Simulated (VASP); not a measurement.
A run of VASP 6.6.1:

Contents of INCAR:

```
PREC     = Accurate       # precision mode
ENCUT    = 520            # plane-wave cutoff, eV
EDIFF    = 1E-6           # SCF threshold, eV
ISMEAR   = -1             # smearing method
SIGMA    = 0.03           # smearing width, eV
LREAL    = F              # projectors in reciprocal space
LASPH    = T              # aspherical terms in the spheres
NELM     = 60             # most SCF steps
ALGO     = Normal         # electronic algorithm
ISIF     = 2              # what is computed and relaxed
LWAVE    = F              # write WAVECAR
LCHARG   = F              # write CHGCAR
GGA      = PS             # functional
NBANDS   = 16             # bands
```

The input KPOINTS:

```
regular mesh
0
Gamma
  6 6 5
```

The input POSCAR:

```
Se
1.0
    4.3661999489      0.0000000000      0.0000000000
   -2.1830999745      3.7812400738      0.0000000000
    0.0000000000      0.0000000000      5.1022080000
Se
3
Direct
    0.2254000000      0.0000000000      0.3333333333
    0.0000000000      0.2254000000      0.6666666667
    0.7746000000      0.7746000000      0.0000000000
```

Potentials or basis: VASP PAW PBE potentials, release 64 (Se).

Run with:

```sh
$ cat potpaw_PBE.64/Se/POTCAR > POTCAR
$ mpirun -np 1 vasp_std > vasp.out
```

Hardware: 1 thread of AMD EPYC 7R43 64-Core Processor (Zen 3) (shared host).

Task: Estimate the wall time of this run.

Result: Wall time 34 s on 1 thread of AMD EPYC 7R43 64-Core Processor (Zen 3), with other jobs on the host, peak memory 0.16 GiB. Counts: scf iterations 12, k points 27.
